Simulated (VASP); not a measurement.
MgO:

```
Mg O
1.0
     2.60359   -0.01976   -0.01976
    -0.01976    2.60359   -0.01976
    -0.01976   -0.01976    2.60359
Mg O
1 1
Direct
  0.00000 0.00000 0.00000
  0.50000 0.50000 0.50000
```

This cell differs from its parent crystal: strain along [111] -2.3%.

Base run:

```yaml
Program: VASP 6.6.1
Functional: r2SCAN
Potentials_or_basis: VASP PAW PBE potentials, release 64 (Mg, O)
Cutoff: 520 eV
k_mesh: 10 × 10 × 10
Occupations: gaussian, width 0.01 eV
Spin: no spin polarisation
```

Its results: band gap on the k mesh 3.68 eV, indirect (least direct gap 4.72 eV); pressure 2.6 GPa.

Task: The run is repeated on the same cell with these changes: functional from r2SCAN to PBE; occupations from gaussian, width 0.01 eV to fermi-dirac, width 0.02 eV. What comes out?

Result: Band gap on the k mesh 2.84 eV, indirect (least direct gap 3.84 eV); pressure 9.5 GPa.

Caveats: the PAW data sets were made with another functional, which shifts forces and pressure a little (some runs).

A k mesh can miss the band edges.
